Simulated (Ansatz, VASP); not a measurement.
**One calculation of MgSi3N, two programs**

```
Mg Si N
1.0
     4.23817    0.00000    0.00000
     0.00000    4.23817    0.00000
     0.00000    0.00000    4.00291
Mg Si N
1 3 1
Direct
  0.00000 0.00000 0.99151
  0.00000 0.50000 0.47956
  0.50000 0.00000 0.47956
  0.50000 0.50000 0.13195
  0.50000 0.50000 0.69002
```

Change from the starting cell: species swapped into the PrBPt3 type (P4mm, No. 99).

Alike in both runs: functional PBE; k mesh 4 × 4 × 4; occupations gaussian, width 0.1 eV; no spin polarisation.

Ansatz relaxed the structure, and its values are those at the end. VASP's run is a single point on that final structure, the one shown.

|  | VASP | Ansatz |
| --- | --- | --- |
| version | VASP 6.6.1 | Ansatz 0.2.0 |
| potentials or method | VASP PAW PBE potentials, release 64 (Mg, Si, N), cutoff 520 eV | scalar-relativistic, plane waves, PAW |
| valence electrons in the cell | 19 | 27 |

Ansatz gave:

| Quantity | Value |
| --- | --- |
| gap on the k mesh at the Fermi level (eV) | none |
| pressure (GPa) | 0.1 |
| rms of the force components (eV/Å) | 0.004 |

Question: What did VASP give for the same quantities?

Answer: gap on the k mesh at the Fermi level (eV): none; pressure (GPa): -0.1; rms of the force components (eV/Å): 0.006.

A gap of «none» marks a metal or a gap that the smearing closes. VASP's potentials hold 19 valence electrons a cell and Ansatz's 27, so a difference there can come from the potentials and not from the codes.

The k mesh is coarse, so the values compare programs but aren't converged.
